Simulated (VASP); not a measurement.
# BaF2: single point with PBE

Crystal: BaF2.

```
Ba F
1.0
     0.00000    3.17755    3.17755
     3.17755    0.00000    3.17755
     3.17755    3.17755    0.00000
Ba F
1 2
Direct
  0.00000 0.00000 0.00000
  0.25000 0.25000 0.25000
  0.75000 0.75000 0.75000
```

This cell differs from its parent crystal: strain +0.025 along x and y, +0.025 along z.

- Program: VASP 6.6.1
- Task: single point
- Functional: PBE
- Potentials or basis: VASP PAW PBE potentials, release 64 (Ba_sv, F)
- Cutoff: 600 eV
- k mesh: 6 × 6 × 6
- Occupations: gaussian, width 0.05 eV
- Spin: no spin polarisation
- Dipole correction: no
- Further INCAR settings: ALGO = Normal; EDIFF = 1e-06; NBANDS = 19

```yaml
Pressure: -1.8 GPa
Band_gap_on_the_k_mesh: 6.44 eV, indirect (least direct gap 6.49 eV)
```

Levels at points of the mesh, in eV from the valence-band top:
| k point | band 9 | band 10 | band 11 | band 12 | band 13 | band 14 | band 15 | band 16 |
| --- | --- | --- | --- | --- | --- | --- | --- | --- |
| (0.00, 0.00, 0.00) | -1.28 | -0.04 | -0.04 | -0.04 | 6.44 | 8.90 | 8.90 | 10.81 |
| (0.50, 0.00, 0.00) | -0.58 | -0.34 | -0.16 | -0.16 | 8.67 | 8.87 | 8.87 | 9.49 |
| (0.50, 0.50, 0.00) | -0.36 | -0.27 | -0.27 | -0.06 | 7.10 | 8.63 | 10.21 | 11.36 |

It took 42 s on 1 thread of Intel Xeon 8259CL, on a shared host, peak memory 0.21 GiB.

Caveat: the cell differs from its parent crystal (strain +0.025 along x and y, +0.025 along z); spin-orbit coupling is left out, which moves the levels of the heavy elements. A k mesh can miss the band edges.
